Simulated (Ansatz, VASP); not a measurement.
# Ru in VASP and in Ansatz

INCAR

```
SYSTEM = Ru
PREC = Accurate ; ENCUT = 520
EDIFF = 1E-6 ; ISMEAR = 0
SIGMA = 0.1 ; LREAL = .False.
LASPH = .True. ; NELM = 200
ALGO = Normal ; ISIF = 2
LWAVE = .False. ; LCHARG = .False.
ISPIN = 2 ; MAGMOM = 1 1
LORBIT = 11 ; LMAXMIX = 4
LDIPOL = .True. ; IDIPOL = 3
DIPOL = 0.5 0.5 0.303 ; GGA = PE
NBANDS = 27 ; GGA_COMPAT = .False.
NELMDL = -8
```

Contents of KPOINTS:

```
regular mesh
0
Gamma
  6 6 1
  0 0 0
```

Contents of POSCAR:

```
Ru
1.0
    2.6344371992     -0.0000002771      0.0000000000
   -1.3172183596      2.2814896777      0.0000000000
    0.0000000000      0.0000000000     28.0234623200
Ru
2
Direct
    0.0000000000      0.0000000000      0.3433189452
    0.0000000000      0.0000000000      0.2633155886
```

Input for Ansatz:

```yaml
crystal:
  lattice:
    - [2.6344371992, -2.771e-07, 0.0]
    - [-1.3172183596, 2.2814896777, 0.0]
    - [0.0, 0.0, 28.02346232]
  atoms:
    - { symbol: Ru, position: [0.0, 0.0, 0.3433189452], spin: 1.0 }
    - { symbol: Ru, position: [0.0, 0.0, 0.2633155886], spin: 1.0 }
  periodic: [true, true, false]
basis:
  ecutwfc: 420
kpoints:
  mp_grid: { grid: [6, 6, 1] }
hamiltonian:
  xc: pbe
scf:
  occupations: { method: gaussian, width: 0.1 }
  lower_state_search: "off"
output:
  forces: true
  stress: true
  eigenvalues: true
  populations: true
magnetization:
  spin_polarized: true
```

Alike in both runs: task single point; functional PBE; k mesh 6 × 6 × 1; occupations gaussian, width 0.1 eV; collinear spin.

|  | VASP | Ansatz |
| --- | --- | --- |
| version | VASP 6.6.1 | Ansatz 0.2.0 |
| potentials or method | VASP PAW PBE potentials, release 64 (Ru_sv), cutoff 520 eV | scalar-relativistic, plane waves, PAW |
| valence electrons in the cell | 32 | 32 |

```tsv
	VASP	Ansatz	Ansatz less VASP
gap on the k mesh at the Fermi level (eV)	none	none	-
rms of the force components (eV/Å)	0.019	0.016	-0.0036
net moment per atom (μB)	0.00	0.00	0.000
```

Atom by atom the forces differ by 0.004 eV/Å (rms over components). A gap of «none» marks a metal or a gap that the smearing closes. The functional is the same, so the differences come from potentials, cutoffs and numerics. Ansatz's warnings: seeded moment not kept.

The k mesh is coarse, so the values compare programs but aren't converged.
